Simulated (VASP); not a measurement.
Wanted: the native input for a VASP 6.6.1 run.

| Item | Value |
| --- | --- |
| Task | single point |
| Functional | HSE06 |
| Potentials or basis | VASP PAW PBE potentials, release 64 (K_sv, Br) |
| Cutoff | 520 eV |
| k mesh | 4 × 4 × 4 |
| Occupations | gaussian, width 0.01 eV |
| Spin | no spin polarisation |
| Dipole correction | no |
| Grid for exact exchange (PRECFOCK) | Normal |
| Further INCAR settings | ALGO = Normal; EDIFF = 1e-06; NBANDS = 15 |
| Screening parameter | 0.2079 1/Å |

The system is KBr.

```
K Br
1.0
     3.97626    0.00000    0.00000
     0.00000    3.97626    0.00000
     0.00000    0.00000    3.97626
K Br
1 1
Direct
  0.00000 0.00000 0.00000
  0.50000 0.50000 0.50000
```

The input as run:

POSCAR

```
KBr
1.0
    3.9762553130      0.0000000000      0.0000000000
    0.0000000000      3.9762553130      0.0000000000
    0.0000000000      0.0000000000      3.9762553130
K Br
1 1
Direct
    0.0000000000      0.0000000000      0.0000000000
    0.5000000000      0.5000000000      0.5000000000
```

INCAR.step1

```
PREC = Accurate
ENCUT = 520
EDIFF = 1E-5
ISMEAR = 0
SIGMA = 0.01
LREAL = F
LASPH = T
NELM = 80
ALGO = Normal
ISIF = 2
LWAVE = T
LCHARG = F
GGA = PE
NBANDS = 15
```

INCAR.step2

```
PREC = Accurate
ENCUT = 520
EDIFF = 1E-6
ISMEAR = 0
SIGMA = 0.01
LREAL = F
LASPH = T
NELM = 80
ALGO = Normal
ISIF = 2
LWAVE = F
LCHARG = F
GGA = PE
LHFCALC = T
HFSCREEN = 0.2079
PRECFOCK = Normal
ISTART = 1
NBANDS = 15
```

KPOINTS

```
Automatic mesh
0
Gamma
  4 4 4
```

Potentials or basis: VASP PAW PBE potentials, release 64 (K_sv, Br).

Command:

```sh
$ cat potpaw_PBE.64/K_sv/POTCAR potpaw_PBE.64/Br/POTCAR > POTCAR
$ cp INCAR.step1 INCAR
$ mpirun -np 1 vasp_std > vasp.out
$ cp INCAR.step2 INCAR
$ mpirun -np 1 vasp_std > vasp.out
```

It gave:

```
Pressure               : 0.5 GPa
Band gap on the k mesh : 5.19 eV, indirect (least direct gap 5.49 eV)
```

Caveat: the PAW data sets were made with another functional, which shifts forces and pressure a little.

Wall time 3.3 min on 1 thread of Intel(R) Xeon(R) 6975P-C (Granite Rapids) (shared host), peak memory 0.27 GiB.
